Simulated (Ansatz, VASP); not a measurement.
**CdAg3 in VASP and in Ansatz**

```
Cd Ag
1.0
     6.96723    0.00000    0.00000
    -3.48362    6.03380    0.00000
     0.00000    0.00000   14.00000
Cd Ag
1 3
Direct
  0.00000 0.00000 0.50000
  0.47958 0.00000 0.50000
  0.00000 0.47958 0.50000
  0.52042 0.52042 0.50000
```

Alike in both runs: task single point; functional PBE; k mesh 3 × 3 × 1; occupations gaussian, width 0.1 eV; no spin polarisation.

|  | VASP | Ansatz |
| --- | --- | --- |
| version | VASP 6.6.1 | Ansatz 0.2.0 |
| potentials or method | VASP PAW PBE potentials, release 64 (Cd, Ag), cutoff 520 eV | scalar-relativistic, plane waves, PAW |
| valence electrons in the cell | 45 | 77 |

|  | VASP | Ansatz | Ansatz less VASP |
| --- | --- | --- | --- |
| gap on the k mesh at the Fermi level (eV) | none | none | - |
| rms of the force components (eV/Å) | 0.020 | 0.020 | +0.0007 |

Atom by atom the forces differ by 0.001 eV/Å (rms over components). A gap of «none» marks a metal or a gap that the smearing closes. VASP's potentials hold 45 valence electrons a cell and Ansatz's 77, so a difference there can come from the potentials and not from the codes. Ansatz's warnings: slab cell height set.
